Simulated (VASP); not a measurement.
# SnSe (P6_3/mmc) in VASP: settings compared

SnSe is run at these levels: PBEsol, PBE, LDA; tasks: single point.

Program: VASP 6.6.1. These are calculated values, not measurements. Logs are shortened: lines on timing, memory, paths and dates and some standing lists are left out, and cuts for length are marked.

### Step 1. The cell of the first run

It takes space group P6_3/mmc (No. 194, hexagonal). The conventional cell has a = 5.015 Å, b = 5.015 Å, c = 6.012 Å, α = 90.00°, β = 90.00°, γ = 120.00°. Sn (site symmetry -6m2) has 5 Se at 2.90 to 3.01 Å within 3.8 Å. Se (site symmetry -6m2) has 5 Sn at 2.90 to 3.01 Å within 3.8 Å.

### Step 2. Single point, PBEsol

INCAR

```
SYSTEM = SnSe
ALGO = Normal ; EDIFF = 1E-7
ENCUT = 520 ; GGA = PS
ISIF = 2 ; ISMEAR = -1
LASPH = .TRUE. ; LCHARG = .FALSE.
LREAL = .FALSE. ; LWAVE = .FALSE.
NBANDS = 28 ; NELM = 100
PREC = Accurate ; SIGMA = 0.02
```

KPOINTS

```
k-points
0
G
  6 6 4
  0 0 0
```

POSCAR

```
SnSe
1.0
    5.0145700363      0.0000000000      0.0000000000
   -2.5072850181      4.3427450405      0.0000000000
    0.0000000000      0.0000000000      6.0118631684
Sn Se
2 2
Direct
    0.3333333333      0.6666666667      0.2500000000
    0.6666666667      0.3333333333      0.7500000000
    0.6666666667      0.3333333333      0.2500000000
    0.3333333333      0.6666666667      0.7500000000
```

Potentials or basis: VASP PAW PBE potentials, release 64 (Sn_d, Se).

Command:

```bash
> cat potpaw_PBE.64/Sn_d/POTCAR potpaw_PBE.64/Se/POTCAR > POTCAR
> mpirun -np 1 vasp_std > vasp.out
```

OUTCAR:

```text
SYSTEM = SnSe
   EDIFF = 1E-7
   ENCUT = 520
   GGA = PS
   ISIF = 2
   ISMEAR = -1
   LASPH = .TRUE.
   LREAL = .FALSE.
   NELM = 100
   PREC = Accurate

 ion  position               nearest neighbor table
   1  0.333  0.667  0.250-   3 2.90   3 2.90   3 2.90   4 3.01   4 3.01
   2  0.667  0.333  0.750-   4 2.90   4 2.90   4 2.90   3 3.01   3 3.01
   3  0.667  0.333  0.250-   1 2.90   1 2.90   1 2.90   2 3.01   2 3.01
   4  0.333  0.667  0.750-   2 2.90   2 2.90   2 2.90   1 3.01   1 3.01

  LATTYP: Found a hexagonal cell.
 ALAT       =     5.0145700363
 C/A-ratio  =     1.1988790913

  Lattice vectors:

 A1 = (   5.0145700363,   0.0000000000,   0.0000000000)
 A2 = (  -2.5072850181,   4.3427450405,   0.0000000000)
 A3 = (   0.0000000000,   0.0000000000,   6.0118631684)

Analysis of symmetry for initial positions (statically):
=====================================================================
 Subroutine PRICEL returns:
 Original cell was already a primitive cell.

 Routine SETGRP: Setting up the symmetry group for a
 hexagonal supercell.

 Subroutine GETGRP returns: Found 24 space group operations
 (whereof 12 operations were pure point group operations)
 out of a pool of 24 trial point group operations.

The static configuration has the point symmetry D_3d.
 The point group associated with its full space group is D_6h.

Analysis of symmetry for dynamics (positions and initial velocities):
=====================================================================
 Subroutine PRICEL returns:
 Original cell was already a primitive cell.

 Routine SETGRP: Setting up the symmetry group for a
 hexagonal supercell.

 Subroutine GETGRP returns: Found 24 space group operations
 (whereof 12 operations were pure point group operations)
 out of a pool of 24 trial point group operations.

The dynamic configuration has the point symmetry D_3d.
 The point group associated with its full space group is D_6h.

 Subroutine INISYM returns: Found 24 space group operations
 (whereof 12 operations are pure point group operations),
 and found     1 'primitive' translations

----------------------------------------------------------------------------------------

                                     Primitive cell

  volume of cell :     130.9203

  direct lattice vectors                    reciprocal lattice vectors
     5.014570036  0.000000000  0.000000000     0.199418892  0.115134551  0.000000000
    -2.507285018  4.342745040  0.000000000     0.000000000  0.230269102  0.000000000
     0.000000000  0.000000000  6.011863168     0.000000000  0.000000000  0.166337784

  length of vectors
     5.014570036  5.014570036  6.011863168     0.230269102  0.230269102  0.166337784

  position of ions in fractional coordinates (direct lattice)
     0.333333333  0.666666667  0.250000000
     0.666666667  0.333333333  0.750000000
     0.666666667  0.333333333  0.250000000
     0.333333333  0.666666667  0.750000000

  ion indices of the primitive-cell ions
   primitive index   ion index
                 1           1
                 2           2
                 3           3
                 4           4

----------------------------------------------------------------------------------------

 KPOINTS: k-points

Automatic generation of k-mesh.
 Grid dimensions read from file:
 generate k-points for:    6    6    4

 Generating k-lattice:

  Cartesian coordinates                     Fractional coordinates (reciprocal lattice)
     0.033236482  0.019189092  0.000000000     0.166666667  0.000000000  0.000000000
     0.000000000  0.038378184  0.000000000     0.000000000  0.166666667  0.000000000
     0.000000000  0.000000000  0.041584446     0.000000000  0.000000000  0.250000000

  Length of vectors
     0.038378184  0.038378184  0.041584446

  Shift w.r.t. Gamma in fractional coordinates (k-lattice)
     0.000000000  0.000000000  0.000000000

 Subroutine IBZKPT returns following result:
 ===========================================

 Found     21 irreducible k-points:

 Following reciprocal coordinates:
            Coordinates               Weight
  0.000000  0.000000  0.000000      1.000000
  0.166667 -0.000000  0.000000      6.000000
  0.333333 -0.000000  0.000000      6.000000
  0.500000  0.000000  0.000000      3.000000
  0.166667  0.166667  0.000000      6.000000
  0.333333  0.166667  0.000000     12.000000
[... 13 lines left out ...]
  0.333333  0.166667  0.500000     12.000000
  0.333333  0.333333  0.500000      2.000000
   k-points           NKPTS =     21   k-points in BZ     NKDIM =     21   number of bands    NBANDS=     28
   number of dos      NEDOS =    301   number of ions     NIONS =      4
   total plane-waves  NPLWV =  76800
   dimension x,y,z NGX =    40 NGY =   40 NGZ =   48
   dimension x,y,z NGXF=    80 NGYF=   80 NGZF=   96
   ions per type =               2   2
   NGX,Y,Z   is equivalent  to a cutoff of  13.26, 13.26, 13.27 a.u.
   NGXF,Y,Z  is equivalent  to a cutoff of  26.52, 26.52, 26.55 a.u.
 SYSTEM =  SnSe
   PREC   = accura    normal or accurate (medium, high low for compatibility)
   ISTART =      0    job   : 0-new  1-cont  2-samecut
   ICHARG =      2    charge: 1-file 2-atom 10-const
   ISPIN  =      1    spin polarized calculation?
   LNONCOLLINEAR =      F non collinear calculations
   LSORBIT =      F    spin-orbit coupling
   LASPH  =      T    aspherical Exc in radial PAW
   ENCUT  =  520.0 eV  38.22 Ry    6.18 a.u.   9.32  9.32 11.18*2*pi/ulx,y,z
   NELM   =    100;   NELMIN=  2; NELMDL= -5     # of ELM steps
   EDIFF  = 0.1E-06   stopping-criterion for ELM
   LREAL  =      F    real-space projection
   EDIFFG = 0.1E-05   stopping-criterion for IOM
   NSW    =      0    number of steps for IOM
   IBRION =     -1    ionic relax: 0-MD 1-quasi-New 2-CG
   NFREE  =      0    steps in history (QN), initial steepest desc. (CG)
   ISIF   =      2    stress and relaxation
   ISYM   =      2    0-nonsym 1-usesym 2-fastsym
   POTIM  = 0.5000    time-step for ionic-motion
   TEBEG  =    0.0;   TEEND  =   0.0 temperature during run
   PSTRESS=    0.0 pullay stress
   NELECT =      40.0000    total number of electrons
   NUPDOWN=      -1.0000    fix difference up-down
   EMIN   =  10.00;   EMAX   =-10.00  energy-range for DOS
   EFERMI =   0.00;   METHOD = LEGACY
   ISMEAR =    -1;   SIGMA  =   0.02  broadening in eV -4-tet -1-fermi 0-gaus
   EFERMI_NEDOS =   21; number of points for ismear=-14 and -15
   IALGO  =     38    algorithm
   IMIX   =      4    mixing-type and parameters
     AMIX     =   0.40;   BMIX     =  1.00
     AMIX_MAG =   1.60;   BMIX_MAG =  1.00
  volume/ion in A,a.u.               =      32.73       220.87
  Fermi-wavevector in a.u.,A,eV,Ry     =   1.102620  2.083649 16.541561  1.215770
  Thomas-Fermi vector in A             =   2.239065
   LORBIT       =      0    0 simple, 1 ext, 2 COOP (PROOUT), +10 PAW based schemes
   GGA     = PS    functional components
   LHFCALC =     F    Hartree Fock is set to
   AEXX    =    0.0000 exact exchange contribution
   IVDW    =     0    specifies the selected vdW correction
   LEPSILON=     F    determine dielectric tensor
   LRPA    =     F    only Hartree local field effects (RPA)
 non-spin polarized calculation
  energy-cutoff  :      520.00
  volume of cell :      130.92
 maximum number of plane-waves:      3575
 NGX is ok and might be reduce to    40
   NGX = 19   NGY = 19   NGZ = 23

 number of electron      40.0000001 magnetization

 Free energy of the ion-electron system (eV)
  ---------------------------------------------------
  ext. energy  EPLUGINS =         0.00000000
  ---------------------------------------------------
  free energy    TOTEN  =       -17.32349506 eV

  energy without entropy =      -17.32347845  energy(sigma->0) =      -17.32348676

 E-fermi :   4.4528     XC(G=0):  -8.6832

 val. band max:        4.3133521172   @ k =   0.3333   0.3333   0.5000
 cond. band min:       4.5922547722   @ k =   0.3333   0.3333   0.5000
 fundamental gap:      0.2789026550
 Fermi energy:         4.4527921526

 k-point     1 :       0.0000    0.0000    0.0000
  band No.  band energies     occupation
      1     -17.6185      2.00000
      2     -17.6007      2.00000
      3     -17.6007      2.00000
      4     -17.6001      2.00000
      5     -17.6001      2.00000
      6     -17.5953      2.00000
[... 20 lines left out ...]
     27       9.4775      0.00000
     28       9.4776      0.00000

 k-point     2 :       0.1667   -0.0000    0.0000
  band No.  band energies     occupation
      1     -17.6188      2.00000
      2     -17.6022      2.00000
      3     -17.6006      2.00000
      4     -17.5985      2.00000
      5     -17.5983      2.00000
      6     -17.5960      2.00000
[... 20 lines left out ...]
     27       9.2600      0.00000
     28       9.4292      0.00000

 k-point     3 :       0.3333   -0.0000    0.0000
  band No.  band energies     occupation
      1     -17.6189      2.00000
      2     -17.6056      2.00000
      3     -17.5995      2.00000
      4     -17.5971      2.00000
      5     -17.5957      2.00000
      6     -17.5946      2.00000
[... 20 lines left out ...]
     27       8.9236      0.00000
     28       9.8724      0.00000

 k-point     4 :       0.5000    0.0000    0.0000
  band No.  band energies     occupation
      1     -17.6187      2.00000
      2     -17.6074      2.00000
      3     -17.5989      2.00000
      4     -17.5977      2.00000
      5     -17.5945      2.00000
      6     -17.5928      2.00000
[... 20 lines left out ...]
     27       9.0149      0.00000
     28       9.5511      0.00000

 k-point     5 :       0.1667    0.1667    0.0000
  band No.  band energies     occupation
      1     -17.6186      2.00000
      2     -17.6054      2.00000
      3     -17.5994      2.00000
      4     -17.5971      2.00000
      5     -17.5967      2.00000
      6     -17.5954      2.00000
[... 20 lines left out ...]
     27       9.3923      0.00000
     28      10.3865      0.00000

 k-point     6 :       0.3333    0.1667    0.0000
  band No.  band energies     occupation
      1     -17.6173      2.00000
      2     -17.6086      2.00000
      3     -17.5995      2.00000
      4     -17.5983      2.00000
      5     -17.5944      2.00000
      6     -17.5921      2.00000
[... 370 lines left out ...]
      5     -17.5986      2.00000
      6     -17.5986      2.00000
[... 20 lines left out ...]
     27       9.9439      0.00000
     28       9.9439      0.00000

 k-point    19 :       0.1667    0.1667    0.5000
  band No.  band energies     occupation
      1     -17.6056      2.00000
      2     -17.6056      2.00000
      3     -17.6007      2.00000
      4     -17.6007      2.00000
      5     -17.5982      2.00000
      6     -17.5982      2.00000
[... 20 lines left out ...]
     27      10.7038      0.00000
     28      10.7038      0.00000

 k-point    20 :       0.3333    0.1667    0.5000
  band No.  band energies     occupation
      1     -17.6047      2.00000
      2     -17.6047      2.00000
      3     -17.5987      2.00000
      4     -17.5987      2.00000
      5     -17.5986      2.00000
      6     -17.5986      2.00000
[... 20 lines left out ...]
     27       9.9458      0.00000
     28       9.9458      0.00000

 k-point    21 :       0.3333    0.3333    0.5000
  band No.  band energies     occupation
      1     -17.6036      2.00000
      2     -17.6036      2.00000
      3     -17.5995      2.00000
      4     -17.5995      2.00000
      5     -17.5980      2.00000
      6     -17.5980      2.00000
[... 20 lines left out ...]
     27       9.8466      0.00000
     28       9.8466      0.00000

------------------------ aborting loop because EDIFF is reached ----------------------------------------

  FORCE on cell =-STRESS in cart. coord.  units (eV):
  Direction    XX          YY          ZZ          XY          YZ          ZX
  --------------------------------------------------------------------------------------
  -------------------------------------------------------------------------------------
  Total        0.0111162      0.0111162      0.0228907      0.0000000     -0.0000000      0.0000000
  in kB        0.1360379      0.1360379      0.2801320      0.0000000     -0.0000000      0.0000000
  external PRESSURE =       0.1840693 kB  Pullay stress =       0.0000000 kB

 VOLUME and BASIS-vectors are now :
 -----------------------------------------------------------------------------
  energy-cutoff  :      520.00
  volume of cell :      130.92
      direct lattice vectors                 reciprocal lattice vectors
     5.014570036  0.000000000  0.000000000     0.199418892  0.115134551  0.000000000
    -2.507285018  4.342745040  0.000000000     0.000000000  0.230269102  0.000000000
     0.000000000  0.000000000  6.011863168     0.000000000  0.000000000  0.166337784

 POSITION                                       TOTAL-FORCE (eV/Angst)
 -----------------------------------------------------------------------------------
     -0.00000      2.89516      1.50297        -0.000000      0.000000     -0.000000
      2.50729      1.44758      4.50890         0.000000     -0.000000     -0.000000
      2.50729      1.44758      1.50297        -0.000000      0.000000      0.000000
     -0.00000      2.89516      4.50890         0.000000     -0.000000      0.000000
 -----------------------------------------------------------------------------------
    total drift:                               -0.000000     -0.000000     -0.000000

  FREE ENERGIE OF THE ION-ELECTRON SYSTEM (eV)
  ---------------------------------------------------
  free  energy   TOTEN  =       -17.3234950618 eV

  energy  without entropy=      -17.3234784519  energy(sigma->0) =      -17.32348676
```

It took 36 s on 1 thread of Intel Xeon 6975P-C (Granite Rapids), shared host; peak memory 0.29 GiB.

Results:

* Free energy: -17.3235 eV
* Pressure: 0.0 GPa
* Band gap on the k mesh: 0.28 eV

Caveat: the PAW data sets were made with another functional, which shifts forces and pressure a little; spin-orbit coupling is left out, which moves the levels of the heavy elements.

### Step 3. Single point, PBE

This run uses another cell than the first one, of 33.73 Å³/atom.

INCAR

```
ALGO = Normal
EDIFF = 1E-7
ENCUT = 520
GGA = PE
ISIF = 2
ISMEAR = -1
LASPH = T
LCHARG = F
LREAL = F
LWAVE = F
NBANDS = 28
NELM = 60
PREC = Accurate
SIGMA = 0.02
```

KPOINTS

```
k-points
0
Gamma
  6 6 4
```

POSCAR

```
SnSe
1.0
    5.0644547293      0.0000000000      0.0000000000
   -2.5322273646      4.3859464519      0.0000000000
    0.0000000000      0.0000000000      6.0733871319
Sn Se
2 2
Direct
    0.3333333333      0.6666666667      0.2500000000
    0.6666666667      0.3333333333      0.7500000000
    0.6666666667      0.3333333333      0.2500000000
    0.3333333333      0.6666666667      0.7500000000
```

Potentials or basis: VASP PAW PBE potentials, release 64 (Sn_d, Se).

Command:

```bash
> cat potpaw_PBE.64/Sn_d/POTCAR potpaw_PBE.64/Se/POTCAR > POTCAR
> mpirun -np 1 vasp_std > vasp.out
```

Wall time 36 s (1 thread of Intel Xeon 6975P-C (Granite Rapids), shared host); peak memory 0.29 GiB.

The run converged. Its results:

* Free energy: -16.0114 eV
* Pressure: 0.9 GPa
* Band gap on the k mesh: 0.41 eV

Stress tensor (GPa, compression positive):
```
0.82 0.00 0.00
0.00 0.82 0.00
0.00 0.00 0.99
```

Levels at points of the mesh, in eV from the valence-band top:
```csv
k point,band 18,band 19,band 20,band 21,band 22,band 23
"(0.00, 0.00, 0.00)",-2.57,-2.57,-2.47,0.86,0.86,2.41
"(0.50, 0.00, 0.00)",-2.93,-2.58,-1.00,1.99,2.73,3.27
"(0.00, 0.00, 0.50)",-3.26,-1.77,-1.77,1.28,1.28,1.28
"(0.50, 0.00, 0.50)",-2.57,-0.94,-0.94,0.63,0.63,2.41
```

Caveat: spin-orbit coupling is left out, which moves the levels of the heavy elements. A k mesh can miss the band edges.

### Step 4. Single point, LDA

This run uses another cell than the first one, of 33.73 Å³/atom.

INCAR

```
SYSTEM = SnSe
PREC = Accurate
ENCUT = 520
EDIFF = 1E-6
ISMEAR = 0
SIGMA = 0.01
LREAL = .False.
LASPH = .True.
NELM = 60
ALGO = Normal
ISIF = 2
LWAVE = .False.
LCHARG = .True.
LELF = .True.
LVHAR = .True.
NBANDS = 28
```

KPOINTS

```
Automatic mesh
0
Gamma
  6 6 4
  0 0 0
```

POSCAR is that of step 3.

Potentials or basis: VASP PAW LDA potentials, release 64 (Sn_d, Se).

Command:

```bash
> cat potpaw_LDA.64/Sn_d/POTCAR potpaw_LDA.64/Se/POTCAR > POTCAR
> mpirun -np 1 vasp_std > vasp.out
```

Run time: 36 s. Hardware: 1 thread of Intel Xeon 6975P-C (Granite Rapids), shared host; peak memory 0.24 GiB.

It converged, with:

```
Free energy            : -18.2377 eV
Pressure               : -2.3 GPa
Band gap on the k mesh : 0.34 eV
```

Stress tensor (GPa, compression positive):
```
-2.29  0.00  0.00
 0.00 -2.29  0.00
 0.00  0.00 -2.37
```

Levels at points of the mesh, in eV from the valence-band top:
```csv
k point,band 16,band 17,band 18,band 19,band 20,band 21,band 22,band 23,band 24,band 25
"(0.00, 0.00, 0.00)",-3.83,-3.83,-2.52,-2.52,-2.43,0.81,0.81,2.40,2.40,3.98
"(0.50, 0.00, 0.00)",-4.46,-3.59,-2.89,-2.61,-1.00,1.93,2.65,3.23,3.41,4.40
"(0.00, 0.00, 0.50)",-3.22,-3.22,-3.22,-1.76,-1.76,1.25,1.25,1.25,1.25,1.64
"(0.50, 0.00, 0.50)",-3.78,-2.54,-2.54,-0.95,-0.95,0.58,0.58,2.36,2.36,3.49
```

Caveat: spin-orbit coupling is left out, which moves the levels of the heavy elements. A k mesh can miss the band edges.

### Step 5. Single point, PBE

This run uses another cell than the first one, of 34.49 Å³/atom.

INCAR

```
SYSTEM = SnSe
PREC = Accurate
ENCUT = 520
EDIFF = 1E-7
ISMEAR = -1
SIGMA = 0.02
LREAL = .False.
LASPH = .True.
NELM = 60
ALGO = Normal
ISIF = 2
LWAVE = .False.
LCHARG = .True.
GGA = PE
LELF = .True.
LVHAR = .True.
NBANDS = 28
```

KPOINTS

```
regular mesh
0
Gamma
  6 6 4
  0 0 0
```

POSCAR

```
SnSe
1.0
    5.0997223639      0.0000000000      0.0000000000
   -2.5498611819      4.4164891194      0.0000000000
    0.0000000000      0.0000000000      6.1245278615
Sn Se
2 2
Direct
    0.3333333333      0.6666666667      0.2500000000
    0.6666666667      0.3333333333      0.7500000000
    0.6666666667      0.3333333333      0.2500000000
    0.3333333333      0.6666666667      0.7500000000
```

Potentials or basis: VASP PAW PBE potentials, release 64 (Sn_d, Se).

Command:

```bash
> cat potpaw_PBE.64/Sn_d/POTCAR potpaw_PBE.64/Se/POTCAR > POTCAR
> mpirun -np 1 vasp_std > vasp.out
```

Run time: 49 s. Hardware: 1 thread of Intel Xeon 6975P-C (Granite Rapids), shared host; peak memory 0.29 GiB.

Results (log left out):

```yaml
Free_energy: -16.0201 eV
Pressure: 0.0 GPa
Band_gap_on_the_k_mesh: 0.46 eV
```

Levels at points of the mesh, in eV from the valence-band top:
```csv
k point,band 17,band 18,band 19,band 20,band 21,band 22,band 23,band 24
"(0.00, 0.00, 0.00)",-3.72,-2.46,-2.46,-2.35,0.94,0.94,2.44,2.44
"(0.50, 0.00, 0.00)",-3.46,-2.81,-2.47,-0.96,2.01,2.72,3.28,3.51
"(0.00, 0.00, 0.50)",-3.13,-3.13,-1.70,-1.70,1.36,1.36,1.36,1.36
"(0.50, 0.00, 0.50)",-2.44,-2.44,-0.90,-0.90,0.68,0.68,2.41,2.41
```

Caveat: spin-orbit coupling is left out, which moves the levels of the heavy elements. A k mesh can miss the band edges.

### Step 6. Summary

| level | potentials or basis | cell | smearing | gap on the mesh (eV) | pressure (GPa) |
| --- | --- | --- | --- | --- | --- |
| PBEsol | VASP PAW PBE potentials, release 64 (Sn_d, Se) | a = 5.015, b = 5.015, c = 6.012 Å, angles 90.0, 90.0, 120.0°, 4 atoms | fermi-dirac 0.02 eV | 0.28 | 0.0 |
| PBE | VASP PAW PBE potentials, release 64 (Sn_d, Se) | a = 5.064, b = 5.064, c = 6.073 Å, angles 90.0, 90.0, 120.0°, 4 atoms | fermi-dirac 0.02 eV | 0.41 | 0.9 |
| LDA | VASP PAW LDA potentials, release 64 (Sn_d, Se) | a = 5.064, b = 5.064, c = 6.073 Å, angles 90.0, 90.0, 120.0°, 4 atoms | gaussian 0.01 eV | 0.34 | -2.3 |
| PBE | VASP PAW PBE potentials, release 64 (Sn_d, Se) | a = 5.100, b = 5.100, c = 6.125 Å, angles 90.0, 90.0, 120.0°, 4 atoms | fermi-dirac 0.02 eV | 0.46 | 0.0 |

Alike in all rows: task single point; no spin polarisation; k mesh 6 × 6 × 4; cutoff (eV) 520.

Caveats: spin-orbit coupling is left out, which moves the levels of the heavy elements; the PAW data sets were made with another functional, which shifts forces and pressure a little (at least some runs).

Total energies depend on the potentials used, so only differences within one code and one set of settings carry meaning.
